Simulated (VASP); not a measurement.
# ZnO (P4_2/mnm) in VASP: further runs

Aim: see how the results for ZnO move with the level of theory and the settings. Levels: r2SCAN, PBE. Tasks: single point.

All numbers are computed with VASP 6.6.1; they aren't measurements. Logs are shortened: lines on timing, memory, paths and dates and some standing lists are left out, and cuts for length are marked.

## 1. The cell of the first run

The structure is tetragonal, space group P4_2/mnm (No. 136). The conventional cell has a = 5.621 Å, b = 5.621 Å, c = 3.313 Å, α = 90.00°, β = 90.00°, γ = 90.00°. Within 2.6 Å of Zn (site symmetry m2m) lie 4 O at 1.98 to 2.05 Å. O (site symmetry m2m) has 4 Zn at 1.98 to 2.05 Å within 2.6 Å.

## 2. Single point, r2SCAN (13.08 Å³/atom)

Input file POSCAR:

```
ZnO
1.0
    5.6212536735      0.0000000000      0.0000000000
    0.0000000000      5.6212536735      0.0000000000
    0.0000000000      0.0000000000      3.3125098507
Zn O
4 4
Direct
    0.1817941392      0.1817941392      0.5000000000
    0.8182058608      0.8182058608      0.5000000000
    0.6817941392      0.3182058608      0.0000000000
    0.3182058608      0.6817941392      0.0000000000
    0.8174782387      0.1825217613      0.5000000000
    0.1825217613      0.8174782387      0.5000000000
    0.6825217613      0.6825217613      0.0000000000
    0.3174782387      0.3174782387      0.0000000000
```

Input file INCAR.step1:

```
SYSTEM = ZnO
PREC = Accurate
ENCUT = 520
ISMEAR = 0
SIGMA = 0.01
LREAL = .FALSE.
LASPH = .TRUE.
NELM = 80
NBANDS = 46
GGA = PE
ALGO = Normal
EDIFF = 1E-4
LWAVE = .TRUE.
LCHARG = .FALSE.
```

Input file INCAR.step2:

```
SYSTEM = ZnO
PREC = Accurate
ENCUT = 520
EDIFF = 1E-7
ISMEAR = 0
SIGMA = 0.01
LREAL = .FALSE.
LASPH = .TRUE.
NELM = 80
ALGO = Normal
ISIF = 2
LWAVE = .FALSE.
LCHARG = .FALSE.
METAGGA = R2SCAN
LMIXTAU = .TRUE.
NBANDS = 46
ISTART = 1
```

Input file KPOINTS:

```
regular mesh
0
G
  4 4 6
  0 0 0
```

Potentials or basis: VASP PAW PBE potentials, release 64 (Zn, O).

On the command line:

```console
$ cat potpaw_PBE.64/Zn/POTCAR potpaw_PBE.64/O/POTCAR > POTCAR
$ cp INCAR.step1 INCAR
$ mpirun -np 1 vasp_std > vasp.out
$ cp INCAR.step2 INCAR
$ mpirun -np 1 vasp_std > vasp.out
```

OUTCAR:

```text
SYSTEM = ZnO
   PREC = Accurate
   ENCUT = 520
   EDIFF = 1E-7
   ISMEAR = 0
   LREAL = .FALSE.
   LASPH = .TRUE.
   NELM = 80
   ISIF = 2
   METAGGA = R2SCAN
   ISTART = 1

 ion  position               nearest neighbor table
   1  0.182  0.182  0.500-   8 1.98   8 1.98   5 2.05   6 2.05   2 2.89
   2  0.818  0.818  0.500-   7 1.98   7 1.98   5 2.05   6 2.05   1 2.89
   3  0.682  0.318  0.000-   5 1.98   5 1.98   8 2.05   7 2.05   4 2.89
   4  0.318  0.682  0.000-   6 1.98   6 1.98   8 2.05   7 2.05   3 2.89
   5  0.817  0.183  0.500-   3 1.98   3 1.98   1 2.05   2 2.05
   6  0.183  0.817  0.500-   4 1.98   4 1.98   1 2.05   2 2.05
   7  0.683  0.683  0.000-   2 1.98   2 1.98   4 2.05   3 2.05
   8  0.317  0.317  0.000-   1 1.98   1 1.98   4 2.05   3 2.05

  LATTYP: Found a simple tetragonal cell.
 ALAT       =     5.6212536735
 C/A-ratio  =     0.5892831107

  Lattice vectors:

 A1 = (   5.6212536735,   0.0000000000,   0.0000000000)
 A2 = (   0.0000000000,   5.6212536735,   0.0000000000)
 A3 = (   0.0000000000,   0.0000000000,   3.3125098507)

Analysis of symmetry for initial positions (statically):
=====================================================================
 Subroutine PRICEL returns:
 Original cell was already a primitive cell.

 Routine SETGRP: Setting up the symmetry group for a
 simple tetragonal supercell.

 Subroutine GETGRP returns: Found 16 space group operations
 (whereof  8 operations were pure point group operations)
 out of a pool of 16 trial point group operations.

The static configuration has the point symmetry D_2h.
 The point group associated with its full space group is D_4h.

Analysis of symmetry for dynamics (positions and initial velocities):
=====================================================================
 Subroutine PRICEL returns:
 Original cell was already a primitive cell.

 Routine SETGRP: Setting up the symmetry group for a
 simple tetragonal supercell.

 Subroutine GETGRP returns: Found 16 space group operations
 (whereof  8 operations were pure point group operations)
 out of a pool of 16 trial point group operations.

The dynamic configuration has the point symmetry D_2h.
 The point group associated with its full space group is D_4h.

 Subroutine INISYM returns: Found 16 space group operations
 (whereof  8 operations are pure point group operations),
 and found     1 'primitive' translations

----------------------------------------------------------------------------------------

                                     Primitive cell

  volume of cell :     104.6703

  direct lattice vectors                    reciprocal lattice vectors
     5.621253674  0.000000000  0.000000000     0.177896259  0.000000000  0.000000000
     0.000000000  5.621253674  0.000000000     0.000000000  0.177896259  0.000000000
     0.000000000  0.000000000  3.312509851     0.000000000  0.000000000  0.301885895

  length of vectors
     5.621253674  5.621253674  3.312509851     0.177896259  0.177896259  0.301885895

  position of ions in fractional coordinates (direct lattice)
     0.181794139  0.181794139  0.500000000
     0.818205861  0.818205861  0.500000000
     0.681794139  0.318205861  0.000000000
     0.318205861  0.681794139  0.000000000
     0.817478239  0.182521761  0.500000000
     0.182521761  0.817478239  0.500000000
     0.682521761  0.682521761  0.000000000
     0.317478239  0.317478239  0.000000000

  ion indices of the primitive-cell ions
   primitive index   ion index
                 1           1
                 2           2
                 3           3
                 4           4
                 5           5
                 6           6
                 7           7
                 8           8

----------------------------------------------------------------------------------------

 KPOINTS: regular mesh

Automatic generation of k-mesh.
 Grid dimensions read from file:
 generate k-points for:    4    4    6

 Generating k-lattice:

  Cartesian coordinates                     Fractional coordinates (reciprocal lattice)
     0.044474065  0.000000000  0.000000000     0.250000000  0.000000000  0.000000000
     0.000000000  0.044474065  0.000000000     0.000000000  0.250000000  0.000000000
     0.000000000  0.000000000  0.050314316     0.000000000  0.000000000  0.166666667

  Length of vectors
     0.044474065  0.044474065  0.050314316

  Shift w.r.t. Gamma in fractional coordinates (k-lattice)
     0.000000000  0.000000000  0.000000000

 Subroutine IBZKPT returns following result:
 ===========================================

 Found     24 irreducible k-points:

 Following reciprocal coordinates:
            Coordinates               Weight
  0.000000  0.000000  0.000000      1.000000
  0.250000  0.000000  0.000000      4.000000
  0.500000  0.000000  0.000000      2.000000
  0.250000  0.250000  0.000000      4.000000
  0.500000  0.250000  0.000000      4.000000
  0.500000  0.500000  0.000000      1.000000
[... 16 lines left out ...]
  0.500000  0.250000  0.500000      4.000000
  0.500000  0.500000  0.500000      1.000000
   k-points           NKPTS =     24   k-points in BZ     NKDIM =     24   number of bands    NBANDS=     46
   number of dos      NEDOS =    301   number of ions     NIONS =      8
   total plane-waves  NPLWV =  49392
   dimension x,y,z NGX =    42 NGY =   42 NGZ =   28
   dimension x,y,z NGXF=    84 NGYF=   84 NGZF=   56
   ions per type =               4   4
   NGX,Y,Z   is equivalent  to a cutoff of  12.42, 12.42, 14.05 a.u.
   NGXF,Y,Z  is equivalent  to a cutoff of  24.84, 24.84, 28.10 a.u.
 SYSTEM =  ZnO
   PREC   = accura    normal or accurate (medium, high low for compatibility)
   ISTART =      1    job   : 0-new  1-cont  2-samecut
   ICHARG =      0    charge: 1-file 2-atom 10-const
   ISPIN  =      1    spin polarized calculation?
   LNONCOLLINEAR =      F non collinear calculations
   LSORBIT =      F    spin-orbit coupling
   LASPH  =      T    aspherical Exc in radial PAW
   ENCUT  =  520.0 eV  38.22 Ry    6.18 a.u.  10.45 10.45  6.16*2*pi/ulx,y,z
   NELM   =     80;   NELMIN=  2; NELMDL=  0     # of ELM steps
   EDIFF  = 0.1E-06   stopping-criterion for ELM
   LREAL  =      F    real-space projection
   EDIFFG = 0.1E-05   stopping-criterion for IOM
   NSW    =      0    number of steps for IOM
   IBRION =     -1    ionic relax: 0-MD 1-quasi-New 2-CG
   NFREE  =      0    steps in history (QN), initial steepest desc. (CG)
   ISIF   =      2    stress and relaxation
   ISYM   =      2    0-nonsym 1-usesym 2-fastsym
   POTIM  = 0.5000    time-step for ionic-motion
   TEBEG  =    0.0;   TEEND  =   0.0 temperature during run
   PSTRESS=    0.0 pullay stress
   NELECT =      72.0000    total number of electrons
   NUPDOWN=      -1.0000    fix difference up-down
   EMIN   =  10.00;   EMAX   =-10.00  energy-range for DOS
   EFERMI =   0.00;   METHOD = LEGACY
   ISMEAR =     0;   SIGMA  =   0.01  broadening in eV -4-tet -1-fermi 0-gaus
   EFERMI_NEDOS =   21; number of points for ismear=-14 and -15
   IALGO  =     38    algorithm
   IMIX   =      4    mixing-type and parameters
     AMIX     =   0.40;   BMIX     =  1.00
     AMIX_MAG =   1.60;   BMIX_MAG =  1.00
  volume/ion in A,a.u.               =      13.08        88.29
  Fermi-wavevector in a.u.,A,eV,Ry     =   1.445144  2.730926 28.414970  2.088441
  Thomas-Fermi vector in A             =   2.563359
   LORBIT       =      0    0 simple, 1 ext, 2 COOP (PROOUT), +10 PAW based schemes
   METAGGA = R2SCAN    functional components
   LHFCALC =     F    Hartree Fock is set to
   AEXX    =    0.0000 exact exchange contribution
   IVDW    =     0    specifies the selected vdW correction
   LEPSILON=     F    determine dielectric tensor
   LRPA    =     F    only Hartree local field effects (RPA)
 non-spin polarized calculation
 Gauss-broadening in eV      SIGMA  =   0.01
  energy-cutoff  :      520.00
  volume of cell :      104.67
 maximum number of plane-waves:      2844
 NGX is ok and might be reduce to    42
   NGX = 21   NGY = 21   NGZ = 13

 number of electron      72.0000026 magnetization

 Free energy of the ion-electron system (eV)
  ---------------------------------------------------
  ext. energy  EPLUGINS =         0.00000000
  ---------------------------------------------------
  free energy    TOTEN  =       -72.25979607 eV

  energy without entropy =      -72.25979607  energy(sigma->0) =      -72.25979607

 E-fermi :   0.2663     XC(G=0): -11.0592

 val. band max:        0.1788947228   @ k =   0.0000   0.0000   0.0000
 cond. band min:       1.3248844570   @ k =   0.0000   0.0000   0.0000
 fundamental gap:      1.1459897342
 Fermi energy:         0.2662753535

 k-point     1 :       0.0000    0.0000    0.0000
  band No.  band energies     occupation
      1     -18.5071      2.00000
      2     -17.9006      2.00000
      3     -17.9006      2.00000
      4     -17.8306      2.00000
      5      -5.8173      2.00000
      6      -5.7287      2.00000
[... 38 lines left out ...]
     45      10.9698      0.00000
     46      12.9786      0.00000

 k-point     2 :       0.2500    0.0000    0.0000
  band No.  band energies     occupation
      1     -18.4356      2.00000
      2     -18.0355      2.00000
      3     -17.8746      2.00000
      4     -17.7962      2.00000
      5      -5.8267      2.00000
      6      -5.7578      2.00000
[... 38 lines left out ...]
     45      11.6210      0.00000
     46      12.2532      0.00000

 k-point     3 :       0.5000    0.0000    0.0000
  band No.  band energies     occupation
      1     -18.2516      2.00000
      2     -18.2516      2.00000
      3     -17.8207      2.00000
      4     -17.8207      2.00000
      5      -5.8081      2.00000
      6      -5.8081      2.00000
[... 1018 lines left out ...]
     45      10.3154      0.00000
     46      10.3154      0.00000

 k-point    24 :       0.5000    0.5000    0.5000
  band No.  band energies     occupation
      1     -17.9467      2.00000
      2     -17.9467      2.00000
      3     -17.7336      2.00000
      4     -17.7336      2.00000
      5      -5.6662      2.00000
      6      -5.6662      2.00000
[... 38 lines left out ...]
     45      11.0497      0.00000
     46      11.0497      0.00000

------------------------ aborting loop because EDIFF is reached ----------------------------------------

  FORCE on cell =-STRESS in cart. coord.  units (eV):
  Direction    XX          YY          ZZ          XY          YZ          ZX
  --------------------------------------------------------------------------------------
  -------------------------------------------------------------------------------------
  Total       -4.1391880     -4.1391880     -4.7939005      0.0000000      0.0000000      0.0000000
  in kB      -63.3581056    -63.3581056    -73.3797199      0.0000000      0.0000000      0.0000000
  external PRESSURE =     -66.6986437 kB  Pullay stress =       0.0000000 kB

 VOLUME and BASIS-vectors are now :
 -----------------------------------------------------------------------------
  energy-cutoff  :      520.00
  volume of cell :      104.67
      direct lattice vectors                 reciprocal lattice vectors
     5.621253674  0.000000000  0.000000000     0.177896259  0.000000000  0.000000000
     0.000000000  5.621253674  0.000000000     0.000000000  0.177896259  0.000000000
     0.000000000  0.000000000  3.312509851     0.000000000  0.000000000  0.301885895

 POSITION                                       TOTAL-FORCE (eV/Angst)
 -----------------------------------------------------------------------------------
      1.02191      1.02191      1.65625        -0.046663     -0.046663     -0.000000
      4.59934      4.59934      1.65625         0.046663      0.046663      0.000000
      3.83254      1.78872      0.00000        -0.046663      0.046663      0.000000
      1.78872      3.83254      0.00000         0.046663     -0.046663     -0.000000
      4.59525      1.02600      1.65625         0.016232     -0.016232      0.000000
      1.02600      4.59525      1.65625        -0.016232      0.016232     -0.000000
      3.83663      3.83663      0.00000        -0.016232     -0.016232      0.000000
      1.78463      1.78463      0.00000         0.016232      0.016232     -0.000000
 -----------------------------------------------------------------------------------
    total drift:                               -0.000000      0.000000     -0.000000

  FREE ENERGIE OF THE ION-ELECTRON SYSTEM (eV)
  ---------------------------------------------------
  free  energy   TOTEN  =       -72.2597960673 eV

  energy  without entropy=      -72.2597960673  energy(sigma->0) =      -72.25979607
```

Run time: 15 min. Hardware: 1 thread of Intel Xeon 8259CL, shared host; peak memory 0.27 GiB.

Results:

```
Free energy            : -72.2598 eV
Pressure               : -6.7 GPa
Largest force          : 0.066 eV/Å
Band gap on the k mesh : 1.15 eV
```

Forces in eV/Å, atoms in the order of the input:
```
Zn  -0.047 -0.047  0.000
Zn   0.047  0.047  0.000
Zn  -0.047  0.047  0.000
Zn   0.047 -0.047  0.000
O    0.016 -0.016  0.000
O   -0.016  0.016  0.000
O   -0.016 -0.016  0.000
O    0.016  0.016  0.000
```

Levels at points of the mesh, in eV from the valence-band top:
| k point | band 33 | band 34 | band 35 | band 36 | band 37 | band 38 | band 39 | band 40 |
| --- | --- | --- | --- | --- | --- | --- | --- | --- |
| (0.00, 0.00, 0.00) | -0.43 | -0.16 | -0.16 | 0.00 | 1.15 | 5.65 | 5.65 | 7.34 |
| (0.50, 0.00, 0.00) | -0.46 | -0.46 | -0.40 | -0.40 | 3.53 | 3.53 | 6.52 | 6.52 |
| (0.50, 0.50, 0.00) | -0.82 | -0.82 | -0.71 | -0.71 | 4.64 | 4.64 | 5.03 | 5.03 |
| (0.00, 0.00, 0.50) | -1.68 | -1.68 | -1.26 | -1.26 | 6.19 | 6.19 | 8.40 | 8.40 |
| (0.50, 0.00, 0.50) | -1.47 | -1.47 | -0.98 | -0.98 | 6.31 | 6.31 | 7.20 | 7.20 |
| (0.50, 0.50, 0.50) | -1.28 | -1.28 | -1.25 | -1.25 | 5.99 | 5.99 | 6.35 | 6.35 |

Caveat: the cell stands under tension; the PAW data sets were made with another functional, which shifts forces and pressure a little.

## 3. Single point, PBE

This run uses another cell than the first one, of 12.34 Å³/atom.

Input file INCAR:

```
SYSTEM = ZnO
PREC = Accurate
ENCUT = 520
EDIFF = 1E-6
ISMEAR = 0
SIGMA = 0.01
LREAL = .False.
LASPH = .True.
NELM = 60
ALGO = Normal
ISIF = 2
LWAVE = .False.
LCHARG = .False.
GGA = PE
NBANDS = 46
```

Input file KPOINTS:

```
Automatic mesh
0
Gamma
  6 6 8
  0 0 0
```

POSCAR: that of step 2 with these lines changed.

```diff
@@ -2,5 +2,5 @@
 1.0
-    5.6212536735      0.0000000000      0.0000000000
-    0.0000000000      5.6212536735      0.0000000000
-    0.0000000000      0.0000000000      3.3125098507
+    5.5131257178      0.0000000000      0.0000000000
+    0.0000000000      5.5131257178      0.0000000000
+    0.0000000000      0.0000000000      3.2487918727
 Zn O
```

Potentials or basis: VASP PAW PBE potentials, release 64 (Zn, O).

On the command line:

```console
$ cat potpaw_PBE.64/Zn/POTCAR potpaw_PBE.64/O/POTCAR > POTCAR
$ mpirun -np 1 vasp_std > vasp.out
```

Wall time 5.9 min (1 thread of Intel Xeon 8259CL, shared host); peak memory 0.3 GiB.

The run converged. Its results:

```
Free energy            : -35.4322 eV
Pressure               : 6.8 GPa
Largest force          : 0.045 eV/Å
Band gap on the k mesh : 0.80 eV
```

Forces on the atoms (eV/Å):
```
Zn   0.032  0.032  0.000
Zn  -0.032 -0.032  0.000
Zn   0.032 -0.032  0.000
Zn  -0.032  0.032  0.000
O   -0.012  0.012  0.000
O    0.012 -0.012  0.000
O    0.012  0.012  0.000
O   -0.012 -0.012  0.000
```

Stress tensor (GPa, compression positive):
```
6.56 0.00 0.00
0.00 6.56 0.00
0.00 0.00 7.18
```

Levels at points of the mesh, in eV from the valence-band top:
| k point | band 34 | band 35 | band 36 | band 37 | band 38 | band 39 |
| --- | --- | --- | --- | --- | --- | --- |
| (0.00, 0.00, 0.00) | -0.19 | -0.19 | 0.00 | 0.80 | 5.28 | 5.28 |
| (0.50, 0.00, 0.00) | -0.50 | -0.43 | -0.43 | 3.22 | 3.22 | 6.13 |
| (0.50, 0.50, 0.00) | -0.87 | -0.77 | -0.77 | 4.29 | 4.29 | 4.67 |
| (0.00, 0.00, 0.50) | -1.81 | -1.32 | -1.32 | 5.86 | 5.86 | 8.01 |
| (0.50, 0.00, 0.50) | -1.59 | -1.06 | -1.06 | 5.95 | 5.95 | 6.80 |
| (0.50, 0.50, 0.50) | -1.38 | -1.35 | -1.35 | 5.53 | 5.53 | 5.97 |

Caveat: the cell stands under pressure.

## 4. Single point, r2SCAN

This run uses another cell than the first one, of 12.34 Å³/atom.

POSCAR is that of step 3.

Input file INCAR.step1:

```
SYSTEM = ZnO
PREC = Accurate
ENCUT = 520
ISMEAR = 0
SIGMA = 0.01
LREAL = .False.
LASPH = .True.
NELM = 60
NBANDS = 46
GGA = PE
ALGO = Normal
EDIFF = 1E-4
LWAVE = .True.
LCHARG = .False.
```

Input file INCAR.step2:

```
SYSTEM = ZnO
PREC = Accurate
ENCUT = 520
EDIFF = 1E-7
ISMEAR = 0
SIGMA = 0.01
LREAL = .False.
LASPH = .True.
NELM = 60
ALGO = Normal
ISIF = 2
LWAVE = .False.
LCHARG = .False.
METAGGA = R2SCAN
LMIXTAU = .True.
NBANDS = 46
ISTART = 1
```

Input file KPOINTS:

```
regular mesh
0
Gamma
  6 6 8
  0 0 0
```

On the command line:

```console
$ cat potpaw_PBE.64/Zn/POTCAR potpaw_PBE.64/O/POTCAR > POTCAR
$ cp INCAR.step1 INCAR
$ mpirun -np 1 vasp_std > vasp.out
$ cp INCAR.step2 INCAR
$ mpirun -np 1 vasp_std > vasp.out
```

It took 17 min on 1 thread of Intel Xeon 8259CL, shared host; peak memory 0.32 GiB.

It converged, with:

| Quantity | Value |
| --- | --- |
| Free energy | -72.3722 eV |
| Pressure | 1.0 GPa |
| Largest force | 0.035 eV/Å |
| Band gap on the k mesh | 1.20 eV |

Forces on the atoms (eV/Å):
```
Zn  -0.025 -0.025  0.000
Zn   0.025  0.025  0.000
Zn  -0.025  0.025  0.000
Zn   0.025 -0.025  0.000
O   -0.007  0.007  0.000
O    0.007 -0.007  0.000
O    0.007  0.007  0.000
O   -0.007 -0.007  0.000
```

Stress tensor (GPa, compression positive):
```
0.88 0.00 0.00
0.00 0.88 0.00
0.00 0.00 1.20
```

Levels at points of the mesh, in eV from the valence-band top:
```csv
k point,band 33,band 34,band 35,band 36,band 37,band 38,band 39,band 40
"(0.00, 0.00, 0.00)",-0.52,-0.20,-0.20,0.00,1.20,5.88,5.88,7.44
"(0.50, 0.00, 0.00)",-0.51,-0.51,-0.44,-0.44,3.64,3.64,6.68,6.68
"(0.50, 0.50, 0.00)",-0.89,-0.89,-0.79,-0.79,4.79,4.79,5.10,5.10
"(0.00, 0.00, 0.50)",-1.86,-1.86,-1.37,-1.37,6.38,6.38,8.48,8.48
"(0.50, 0.00, 0.50)",-1.63,-1.63,-1.10,-1.10,6.50,6.50,7.27,7.27
"(0.50, 0.50, 0.50)",-1.42,-1.42,-1.40,-1.40,5.97,5.97,6.53,6.53
```

Caveat: the PAW data sets were made with another functional, which shifts forces and pressure a little.

## 5. Summary

| level | cell | k mesh | gap on the mesh (eV) | pressure (GPa) | largest force (eV/Å) |
| --- | --- | --- | --- | --- | --- |
| r2SCAN | a = 5.621, b = 5.621, c = 3.313 Å, 8 atoms | 4 × 4 × 6 | 1.15 | -6.7 | 0.07 |
| PBE | a = 5.513, b = 5.513, c = 3.249 Å, 8 atoms | 6 × 6 × 8 | 0.80 | 6.8 | 0.05 |
| r2SCAN | a = 5.513, b = 5.513, c = 3.249 Å, 8 atoms | 6 × 6 × 8 | 1.20 | 1.0 | 0.04 |

Alike in all rows: task single point; potentials or basis VASP PAW PBE potentials, release 64 (Zn, O); no spin polarisation; cutoff (eV) 520; smearing gaussian 0.01 eV.

Caveats: the PAW data sets were made with another functional, which shifts forces and pressure a little (at least some runs); the cell stands under tension (at least some runs); the cell stands under pressure (at least some runs).

Absolute energies hang on the potentials; compare differences alone.
